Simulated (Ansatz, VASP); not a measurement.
## One calculation of ZnSn2N2, two programs

```
Zn Sn N
1.0
     3.29495    0.00000    0.00000
     0.00000    3.29495    0.00000
     0.00000    0.00000    7.91364
Zn Sn N
1 2 2
Direct
  0.00000 0.00000 0.00000
  0.50000 0.50000 0.69228
  0.50000 0.50000 0.30772
  0.50000 0.00000 0.14677
  0.00000 0.50000 0.85323
```

Alike in both runs: functional r2SCAN; dispersion D4; k mesh 7 × 7 × 3; occupations fermi-dirac, width 0.05 eV; no spin polarisation.

Ansatz relaxed the structure, and its values are those at the end. VASP's run is a single point on that final structure, the one shown.

```csv
,VASP,Ansatz
version,VASP 6.6.1,Ansatz 0.2.0
potentials or method,"VASP PAW PBE potentials, release 64 (Zn, Sn_d, N)","plane waves, PAW"
plane-wave cutoff (eV),520,500
valence electrons in the cell,50,50
```

Ansatz gave:

| Property | Result |
| --- | --- |
| pressure (GPa) | 0.0 |
| rms of the force components (eV/Å) | 0.001 |

What did VASP give for the same quantities?

Pressure (GPa): 0.4; rms of the force components (eV/Å): 0.017.

VASP's potentials were made for PBE, not for r2SCAN.
